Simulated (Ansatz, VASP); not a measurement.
**CdS in VASP and in Ansatz**

Contents of INCAR:

```
SYSTEM = CdS
PREC = Accurate ; ENCUT = 520
EDIFF = 1E-8 ; ISMEAR = -1
SIGMA = 0.02 ; LREAL = .False.
LASPH = .True. ; NELM = 60
ALGO = Normal ; ISIF = 2
LWAVE = .False. ; LCHARG = .False.
GGA = PS ; LEFG = .True.
NBANDS = 16
```

The input KPOINTS:

```
Automatic mesh
0
Gamma
  7 7 7
  0 0 0
```

POSCAR

```
CdS
1.0
    0.0000000000      2.9331107376      2.9331107376
    2.9331107376      0.0000000000      2.9331107376
    2.9331107376      2.9331107376      0.0000000000
Cd S
1 1
Direct
    0.0000000000      0.0000000000      0.0000000000
    0.7500000000      0.7500000000      0.7500000000
```

Input for Ansatz:

```yaml
crystal:
  lattice:
    - [0.0, 2.9331107376, 2.9331107376]
    - [2.9331107376, 0.0, 2.9331107376]
    - [2.9331107376, 2.9331107376, 0.0]
  atoms:
    - { symbol: Cd, position: [0.0, 0.0, 0.0] }
    - { symbol: S, position: [0.75, 0.75, 0.75] }
kpoints:
  mp_grid: { grid: [7, 7, 7] }
scf:
  occupations: { method: fermi_dirac, width: 0.02 }
hamiltonian:
  xc: pbesol
  pseudopotentials: { kind: all_electron, datasets: crystal }
output:
  forces: true
  stress: true
  eigenvalues: true
  efg: { contact_densities: true }
```

Change from the starting cell: volume scaled by 0.99, crystal datasets.

Alike in both runs: task electric field gradients; functional PBEsol; k mesh 7 × 7 × 7; occupations fermi-dirac, width 0.02 eV; no spin polarisation.

```csv
,VASP,Ansatz
version,VASP 6.6.1,Ansatz 0.2.0
potentials or method,"VASP PAW PBE potentials, release 64 (Cd, S), cutoff 520 eV","all-electron PAW with datasets made for the crystal, scalar-relativistic"
```

VASP gave:

```
gap on the k mesh at the Fermi level (eV) : 0.97
pressure (GPa)                            : -0.9
```

Which values does Ansatz return?

gap on the k mesh at the Fermi level (eV): 0.97; pressure (GPa): -1.2.

VASP's potentials were made for PBE, not for PBEsol. Ansatz ran all-electron here, and VASP with PAW potentials.
